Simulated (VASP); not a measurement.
A run of VASP 6.6.1 is set up as follows.

File INCAR:

```
SYSTEM = BN
  PREC = Accurate
  ENCUT = 600
  EDIFF = 1E-6
  ISMEAR = 0
  SIGMA = 0.01
  LREAL = .FALSE.
  LASPH = .TRUE.
  NELM = 120
  ALGO = Normal
  ISIF = 2
  LWAVE = .FALSE.
  LCHARG = .FALSE.
  GGA = PE
  NBANDS = 11
  GGA_COMPAT = .FALSE.
```

Contents of KPOINTS:

```
regular mesh
0
G
  12 12 12
  0 0 0
```

POSCAR

```
BN
1.0
    0.0000000000      1.7828808593      1.7828808593
    1.7828808593      0.0000000000      1.7828808593
    1.7828808593      1.7828808593      0.0000000000
B N
1 1
Direct
    0.0000000000      0.0000000000      0.0000000000
    0.7500000000      0.7500000000      0.7500000000
```

Potentials or basis: VASP PAW PBE potentials, release 64 (B, N).

Run with:

```bash
$ cat potpaw_PBE.64/B/POTCAR potpaw_PBE.64/N/POTCAR > POTCAR
$ mpirun -np 1 vasp_std > vasp.out
```

Problem. What does it give for the pressure?

Solution. 20.1 GPa.

Problem. Estimate the band gap on the k mesh.

Solution. 4.50 eV, indirect (least direct gap 9.02 eV).

A k mesh can miss the band edges. As with any semilocal functional, this PBE gap is likely too small.
